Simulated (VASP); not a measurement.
# HfO2 (R-3m) in VASP: notebook

Runs on HfO2. Level: r2SCAN. Tasks: single point.

All numbers are computed with VASP 6.6.1; they aren't measurements. Logs are shortened: lines on timing, memory, paths and dates and some standing lists are left out, and cuts for length are marked.

**1. The cell of the first run**

It takes space group R-3m (No. 166, trigonal). The conventional cell has a = 4.557 Å, b = 4.557 Å, c = 5.581 Å, α = 90.00°, β = 90.00°, γ = 120.00°. Hf (site symmetry -3m) has 2 O at 1.40 Å within 1.9 Å. O (site symmetry 3m) has 1 Hf at 1.40 Å within 1.9 Å.

**2. Single point, r2SCAN**

POSCAR reads:

```
HfO2
1.0
   -1.0740826950      2.1481653901      2.1481653901
    2.1481653901     -1.0740826950      2.1481653901
    2.1481653901      2.1481653901     -1.0740826950
Hf O
1 2
Direct
    0.0000000000      0.0000000000      0.0000000000
    0.2500000000      0.2500000000      0.2500000000
    0.7500000000      0.7500000000      0.7500000000
```

INCAR.step1 reads:

```
PREC = Accurate
ENCUT = 520
ISMEAR = 0
SIGMA = 0.05
LREAL = F
LASPH = T
NELM = 80
NBANDS = 18
GGA = PE
ALGO = Normal
EDIFF = 1E-4
LWAVE = T
LCHARG = F
```

INCAR.step2 reads:

```
PREC = Accurate
ENCUT = 520
EDIFF = 1E-6
ISMEAR = 0
SIGMA = 0.05
LREAL = F
LASPH = T
NELM = 80
ALGO = Normal
ISIF = 2
LWAVE = F
LCHARG = F
METAGGA = R2SCAN
LMIXTAU = T
NBANDS = 18
ISTART = 1
```

KPOINTS reads:

```
Automatic mesh
0
Gamma
  8 8 8
```

Potentials or basis: VASP PAW PBE potentials, release 64 (Hf_pv, O).

Started as:

```
> cat potpaw_PBE.64/Hf_pv/POTCAR potpaw_PBE.64/O/POTCAR > POTCAR
> cp INCAR.step1 INCAR
> mpirun -np 1 vasp_std > vasp.out
> cp INCAR.step2 INCAR
> mpirun -np 1 vasp_std > vasp.out
```

OUTCAR:

```text
PREC = Accurate
   ENCUT = 520
   EDIFF = 1E-6
   ISMEAR = 0
   LREAL = F
   LASPH = T
   NELM = 80
   ISIF = 2
   METAGGA = R2SCAN
   ISTART = 1

 ion  position               nearest neighbor table
   1  0.000  0.000  0.000-   2 1.40   3 1.40   3 2.67   3 2.67   3 2.67   2 2.67   2 2.67   2 2.67

   2  0.250  0.250  0.250-   1 1.40   1 2.67   1 2.67   1 2.67
   3  0.750  0.750  0.750-   1 1.40   1 2.67   1 2.67   1 2.67

 -----------------------------------------------------------------------------
|                                                                             |
|           W    W    AA    RRRRR   N    N  II  N    N   GGGG   !!!           |
|           W    W   A  A   R    R  NN   N  II  NN   N  G    G  !!!           |
|           W    W  A    A  R    R  N N  N  II  N N  N  G       !!!           |
|           W WW W  AAAAAA  RRRRR   N  N N  II  N  N N  G  GGG   !            |
|           WW  WW  A    A  R   R   N   NN  II  N   NN  G    G                |
|           W    W  A    A  R    R  N    N  II  N    N   GGGG   !!!           |
|                                                                             |
|     The distance between some ions is very small. Please check the          |
|     nearest-neighbor list in the OUTCAR file.                               |
|     I HOPE YOU KNOW WHAT YOU ARE DOING!                                     |
|                                                                             |
 -----------------------------------------------------------------------------

  LATTYP: Found a simple cubic cell.
 ALAT       =     3.2222480851

  Lattice vectors:

 A1 = (  -1.0740826950,   2.1481653901,   2.1481653901)
 A2 = (   2.1481653901,  -1.0740826950,   2.1481653901)
 A3 = (   2.1481653901,   2.1481653901,  -1.0740826950)

Analysis of symmetry for initial positions (statically):
=====================================================================
 Subroutine PRICEL returns:
 Original cell was already a primitive cell.

 Routine SETGRP: Setting up the symmetry group for a
 simple cubic supercell.

 Subroutine GETGRP returns: Found 12 space group operations
 (whereof 12 operations were pure point group operations)
 out of a pool of 48 trial point group operations.

The static configuration has the point symmetry D_3d.

Analysis of symmetry for dynamics (positions and initial velocities):
=====================================================================
 Subroutine PRICEL returns:
 Original cell was already a primitive cell.

 Routine SETGRP: Setting up the symmetry group for a
 simple cubic supercell.

 Subroutine GETGRP returns: Found 12 space group operations
 (whereof 12 operations were pure point group operations)
 out of a pool of 48 trial point group operations.

The dynamic configuration has the point symmetry D_3d.

 Subroutine INISYM returns: Found 12 space group operations
 (whereof 12 operations are pure point group operations),
 and found     1 'primitive' translations

----------------------------------------------------------------------------------------

                                     Primitive cell

  volume of cell :      33.4562

  direct lattice vectors                    reciprocal lattice vectors
    -1.074082695  2.148165390  2.148165390    -0.103447446  0.206894891  0.206894891
     2.148165390 -1.074082695  2.148165390     0.206894891 -0.103447446  0.206894891
     2.148165390  2.148165390 -1.074082695     0.206894891  0.206894891 -0.103447446

  length of vectors
     3.222248085  3.222248085  3.222248085     0.310342337  0.310342337  0.310342337

  position of ions in fractional coordinates (direct lattice)
     0.000000000  0.000000000  0.000000000
     0.250000000  0.250000000  0.250000000
     0.750000000  0.750000000  0.750000000

  ion indices of the primitive-cell ions
   primitive index   ion index
                 1           1
                 2           2
                 3           3

----------------------------------------------------------------------------------------

 KPOINTS: Automatic mesh

Automatic generation of k-mesh.
 Grid dimensions read from file:
 generate k-points for:    8    8    8

 Generating k-lattice:

  Cartesian coordinates                     Fractional coordinates (reciprocal lattice)
    -0.012930931  0.025861861  0.025861861     0.125000000  0.000000000  0.000000000
     0.025861861 -0.012930931  0.025861861     0.000000000  0.125000000  0.000000000
     0.025861861  0.025861861 -0.012930931     0.000000000  0.000000000  0.125000000

  Length of vectors
     0.038792792  0.038792792  0.038792792

  Shift w.r.t. Gamma in fractional coordinates (k-lattice)
     0.000000000  0.000000000  0.000000000

 Subroutine IBZKPT returns following result:
 ===========================================

 Found     65 irreducible k-points:

 Following reciprocal coordinates:
            Coordinates               Weight
  0.000000  0.000000  0.000000      1.000000
  0.125000  0.000000  0.000000      6.000000
  0.250000  0.000000  0.000000      6.000000
  0.375000 -0.000000 -0.000000      6.000000
  0.500000  0.000000  0.000000      3.000000
  0.125000  0.125000  0.000000      6.000000
[... 16 lines left out ...]
 -0.125000  0.125000  0.125000      6.000000
  0.250000  0.125000  0.125000      6.000000
 [... further k-points ...]
   k-points           NKPTS =     65   k-points in BZ     NKDIM =     65   number of bands    NBANDS=     18
   number of dos      NEDOS =    301   number of ions     NIONS =      3
   total plane-waves  NPLWV =  13824
   dimension x,y,z NGX =    24 NGY =   24 NGZ =   24
   dimension x,y,z NGXF=    48 NGYF=   48 NGZF=   48
   ions per type =               1   2
   NGX,Y,Z   is equivalent  to a cutoff of  12.38, 12.38, 12.38 a.u.
   NGXF,Y,Z  is equivalent  to a cutoff of  24.76, 24.76, 24.76 a.u.
 SYSTEM =  unknown system
   PREC   = accura    normal or accurate (medium, high low for compatibility)
   ISTART =      1    job   : 0-new  1-cont  2-samecut
   ICHARG =      0    charge: 1-file 2-atom 10-const
   ISPIN  =      1    spin polarized calculation?
   LNONCOLLINEAR =      F non collinear calculations
   LSORBIT =      F    spin-orbit coupling
   LASPH  =      T    aspherical Exc in radial PAW
   ENCUT  =  520.0 eV  38.22 Ry    6.18 a.u.   5.99  5.99  5.99*2*pi/ulx,y,z
   NELM   =     80;   NELMIN=  2; NELMDL=  0     # of ELM steps
   EDIFF  = 0.1E-05   stopping-criterion for ELM
   LREAL  =      F    real-space projection
   EDIFFG = 0.1E-04   stopping-criterion for IOM
   NSW    =      0    number of steps for IOM
   IBRION =     -1    ionic relax: 0-MD 1-quasi-New 2-CG
   NFREE  =      0    steps in history (QN), initial steepest desc. (CG)
   ISIF   =      2    stress and relaxation
   ISYM   =      2    0-nonsym 1-usesym 2-fastsym
   POTIM  = 0.5000    time-step for ionic-motion
   TEBEG  =    0.0;   TEEND  =   0.0 temperature during run
   PSTRESS=    0.0 pullay stress
   NELECT =      22.0000    total number of electrons
   NUPDOWN=      -1.0000    fix difference up-down
   EMIN   =  10.00;   EMAX   =-10.00  energy-range for DOS
   EFERMI =   0.00;   METHOD = LEGACY
   ISMEAR =     0;   SIGMA  =   0.05  broadening in eV -4-tet -1-fermi 0-gaus
   EFERMI_NEDOS =   21; number of points for ismear=-14 and -15
   IALGO  =     38    algorithm
   IMIX   =      4    mixing-type and parameters
     AMIX     =   0.40;   BMIX     =  1.00
     AMIX_MAG =   1.60;   BMIX_MAG =  1.00
  volume/ion in A,a.u.               =      11.15        75.26
  Fermi-wavevector in a.u.,A,eV,Ry     =   1.423607  2.690227 27.574337  2.026657
  Thomas-Fermi vector in A             =   2.544186
   LORBIT       =      0    0 simple, 1 ext, 2 COOP (PROOUT), +10 PAW based schemes
   METAGGA = R2SCAN    functional components
   LHFCALC =     F    Hartree Fock is set to
   AEXX    =    0.0000 exact exchange contribution
   IVDW    =     0    specifies the selected vdW correction
   LEPSILON=     F    determine dielectric tensor
   LRPA    =     F    only Hartree local field effects (RPA)
 non-spin polarized calculation
 Gauss-broadening in eV      SIGMA  =   0.05
  energy-cutoff  :      520.00
  volume of cell :       33.46
 maximum number of plane-waves:       920
   NGX = 11   NGY = 11   NGZ = 11

 number of electron      21.9999987 magnetization

 Free energy of the ion-electron system (eV)
  ---------------------------------------------------
  ext. energy  EPLUGINS =         0.00000000
  ---------------------------------------------------
  free energy    TOTEN  =       -41.73698715 eV

  energy without entropy =      -41.73377405  energy(sigma->0) =      -41.73538060

 E-fermi :   7.8207     XC(G=0): -12.1040

 val. band max:        7.7915827434   @ k =  -0.3750   0.1250   0.2500
 cond. band min:       7.8315345549   @ k =  -0.1250   0.2500  -0.0000
 fundamental gap:      0.0399518115
 Fermi energy:         7.8206776419

 k-point     1 :       0.0000    0.0000    0.0000
  band No.  band energies     occupation
      1     -33.8401      2.00000
      2     -25.7210      2.00000
      3     -25.7210      2.00000
      4     -18.8159      2.00000
      5     -10.2428      2.00000
      6      -5.1366      2.00000
[... 10 lines left out ...]
     17      15.2659      0.00000
     18      15.2659      0.00000

 k-point     2 :       0.1250    0.0000    0.0000
  band No.  band energies     occupation
      1     -33.8565      2.00000
      2     -25.7745      2.00000
      3     -25.7156      2.00000
      4     -18.7561      2.00000
      5     -10.4340      2.00000
      6      -5.0602      2.00000
[... 10 lines left out ...]
     17      15.3288      0.00000
     18      16.2790      0.00000

 k-point     3 :       0.2500    0.0000    0.0000
  band No.  band energies     occupation
      1     -33.8960      2.00000
      2     -25.8954      2.00000
      3     -25.7024      2.00000
      4     -18.6238      2.00000
      5     -10.8147      2.00000
      6      -4.8606      2.00000
[... 10 lines left out ...]
     17      15.3383      0.00000
     18      17.9028      0.00000

 k-point     4 :       0.3750   -0.0000   -0.0000
  band No.  band energies     occupation
      1     -33.9362      2.00000
      2     -26.0057      2.00000
      3     -25.6892      2.00000
      4     -18.5088      2.00000
      5     -11.1153      2.00000
      6      -4.7575      2.00000
[... 10 lines left out ...]
     17      15.3217      0.00000
     18      18.6880      0.00000

 k-point     5 :       0.5000    0.0000    0.0000
  band No.  band energies     occupation
      1     -33.9531      2.00000
      2     -26.0485      2.00000
      3     -25.6837      2.00000
      4     -18.4660      2.00000
      5     -11.2221      2.00000
      6      -4.7402      2.00000
[... 10 lines left out ...]
     17      15.3848      0.00000
     18      18.7090      0.00000

 k-point     6 :       0.1250    0.1250    0.0000
  band No.  band energies     occupation
      1     -33.8751      2.00000
      2     -25.7916      2.00000
      3     -25.7420      2.00000
      4     -18.6608      2.00000
      5     -10.7957      2.00000
      6      -4.9231      2.00000
[... 307 lines left out ...]
 k-point    21 :       0.5000    0.5000    0.0000
  band No.  band energies     occupation
      1     -34.0355      2.00000
      2     -26.1864      2.00000
      3     -25.8152      2.00000
      4     -18.5637      2.00000
      5     -10.7197      2.00000
      6      -4.9716      2.00000
[... 10 lines left out ...]
     17      15.4094      0.00000
     18      15.9737      0.00000

 k-point    22 :       0.1250    0.1250    0.1250
  band No.  band energies     occupation
      1     -33.8955      2.00000
      2     -25.7866      2.00000
      3     -25.7866      2.00000
      4     -18.5431      2.00000
      5     -11.1904      2.00000
      6      -4.7352      2.00000
[... 10 lines left out ...]
     17      17.4385      0.00000
     18      17.4385      0.00000

 k-point    23 :      -0.1250    0.1250    0.1250
  band No.  band energies     occupation
      1     -33.8838      2.00000
      2     -25.8034      2.00000
      3     -25.7846      2.00000
      4     -18.6997      2.00000
      5     -10.5012      2.00000
      6      -4.9706      2.00000
[... 10 lines left out ...]
     17      15.5670      0.00000
     18      15.9710      0.00000

 k-point    24 :       0.2500    0.1250    0.1250
  band No.  band energies     occupation
      1     -33.9338      2.00000
      2     -25.9032      2.00000
      3     -25.7727      2.00000
      4     -18.4307      2.00000
      5     -11.4280      2.00000
      6      -4.4827      2.00000
[... 10 lines left out ...]
     17      17.1330      0.00000
     18      18.5880      0.00000

 [... further k-points ...]

------------------------ aborting loop because EDIFF is reached ----------------------------------------

  FORCE on cell =-STRESS in cart. coord.  units (eV):
  Direction    XX          YY          ZZ          XY          YZ          ZX
  --------------------------------------------------------------------------------------
  -------------------------------------------------------------------------------------
  Total       49.5413235     49.5413235     49.5413235     46.6613000     46.6613000     46.6613000
  in kB     2372.4729202   2372.4729202   2372.4729202   2234.5521448   2234.5521448   2234.5521448
  external PRESSURE =    2372.4729202 kB  Pullay stress =       0.0000000 kB

 VOLUME and BASIS-vectors are now :
 -----------------------------------------------------------------------------
  energy-cutoff  :      520.00
  volume of cell :       33.46
      direct lattice vectors                 reciprocal lattice vectors
    -1.074082695  2.148165390  2.148165390    -0.103447446  0.206894891  0.206894891
     2.148165390 -1.074082695  2.148165390     0.206894891 -0.103447446  0.206894891
     2.148165390  2.148165390 -1.074082695     0.206894891  0.206894891 -0.103447446

 POSITION                                       TOTAL-FORCE (eV/Angst)
 -----------------------------------------------------------------------------------
      0.00000      0.00000      0.00000        -0.000000      0.000000     -0.000000
      0.80556      0.80556      0.80556        28.893343     28.893343     28.893343
      2.41669      2.41669      2.41669       -28.893343    -28.893343    -28.893343
 -----------------------------------------------------------------------------------
    total drift:                                0.000000      0.000000      0.000000

  FREE ENERGIE OF THE ION-ELECTRON SYSTEM (eV)
  ---------------------------------------------------
  free  energy   TOTEN  =       -41.7369871462 eV

  energy  without entropy=      -41.7337740458  energy(sigma->0) =      -41.73538060
```

Wall time 31 s (1 thread of Intel Xeon 6975P-C (Granite Rapids), shared host); peak memory 0.17 GiB.

What came out:

| Quantity | Value |
| --- | --- |
| Free energy | -41.7370 eV |
| Pressure | 237.2 GPa |
| Largest force | 50.045 eV/Å |
| Band gap on the k mesh | zero (band 11 reaches 8.58 eV, above the bottom of band 12 at 7.24 eV) |

Forces on the atoms (eV/Å):
```
Hf    0.000   0.000   0.000
O    28.893  28.893  28.893
O   -28.893 -28.893 -28.893
```

Caveat: the PAW data sets were made with another functional, which shifts forces and pressure a little; spin-orbit coupling is left out, which moves the levels of the heavy elements.

**3. Single point, r2SCAN**

This run uses another cell than the first one, of the same volume but with other edges.

POSCAR reads:

```
HfO2
1.0
    1.3532593968      3.3831484920      3.3831484920
    3.3831484920      1.3532593968      3.3831484920
    3.3831484920      3.3831484920      1.3532593968
Hf O
1 2
Direct
    0.0000000000      0.0000000000      0.0000000000
    0.2500000000      0.2500000000      0.2500000000
    0.7500000000      0.7500000000      0.7500000000
```

INCAR.step1 reads:

```
PREC     = Accurate       # precision mode
ENCUT    = 520            # plane-wave cutoff, eV
ISMEAR   = 0              # smearing method
SIGMA    = 0.05           # smearing width, eV
LREAL    = F              # projectors in reciprocal space
LASPH    = T              # aspherical terms in the spheres
NELM     = 60             # most SCF steps
NBANDS   = 18             # bands
GGA      = PE             # functional
ALGO     = Normal         # electronic algorithm
EDIFF    = 1E-4           # SCF threshold, eV
LWAVE    = T              # write WAVECAR
LCHARG   = F              # write CHGCAR
```

INCAR.step2 reads:

```
PREC     = Accurate       # precision mode
ENCUT    = 520            # plane-wave cutoff, eV
EDIFF    = 1E-7           # SCF threshold, eV
ISMEAR   = 0              # smearing method
SIGMA    = 0.05           # smearing width, eV
LREAL    = F              # projectors in reciprocal space
LASPH    = T              # aspherical terms in the spheres
NELM     = 60             # most SCF steps
ALGO     = Normal         # electronic algorithm
ISIF     = 2              # what is computed and relaxed
LWAVE    = F              # write WAVECAR
LCHARG   = F              # write CHGCAR
METAGGA  = R2SCAN         # meta-GGA
LMIXTAU  = T            
NBANDS   = 18             # bands
ISTART   = 1
```

KPOINTS reads:

```
regular mesh
0
Gamma
  8 8 8
```

Potentials or basis: VASP PAW PBE potentials, release 64 (Hf_pv, O).

Started as:

```
> cat potpaw_PBE.64/Hf_pv/POTCAR potpaw_PBE.64/O/POTCAR > POTCAR
> cp INCAR.step1 INCAR
> mpirun -np 1 vasp_std > vasp.out
> cp INCAR.step2 INCAR
> mpirun -np 1 vasp_std > vasp.out
```

Wall time 2.9 min (1 thread of Intel Xeon 6975P-C (Granite Rapids), shared host); peak memory 0.28 GiB.

The run converged. Its results:

```yaml
Free_energy: -66.0541 eV
Pressure: 42.7 GPa
Largest_force: 1.392 eV/Å
Band_gap_on_the_k_mesh: 3.45 eV, indirect (least direct gap 4.10 eV)
```

Forces in eV/Å, atoms in the order of the input:
```
Hf   0.000  0.000  0.000
O    0.804  0.804  0.804
O   -0.804 -0.804 -0.804
```

Stress tensor (GPa, compression positive):
```
 42.68 -26.42 -26.42
-26.42  42.68 -26.42
-26.42 -26.42  42.68
```

Levels at points of the mesh, in eV from the valence-band top:
| k point | band 7 | band 8 | band 9 | band 10 | band 11 | band 12 | band 13 | band 14 | band 15 | band 16 |
| --- | --- | --- | --- | --- | --- | --- | --- | --- | --- | --- |
| (0.00, 0.00, 0.00) | -3.14 | -3.14 | -0.08 | -0.08 | -0.08 | 5.98 | 5.98 | 6.40 | 8.79 | 11.36 |
| (0.50, 0.00, 0.00) | -3.19 | -2.90 | -2.16 | -0.52 | -0.36 | 4.15 | 9.77 | 10.18 | 12.47 | 12.86 |
| (0.50, 0.50, 0.00) | -2.69 | -2.11 | -2.09 | -0.67 | -0.65 | 3.45 | 9.81 | 10.18 | 12.56 | 12.78 |
| (0.50, 0.50, 0.50) | -3.07 | -3.07 | -2.06 | -0.21 | -0.21 | 6.06 | 6.06 | 6.71 | 10.06 | 11.29 |

Caveat: the PAW data sets were made with another functional, which shifts forces and pressure a little; spin-orbit coupling is left out, which moves the levels of the heavy elements.

[end of part 1 of 2]
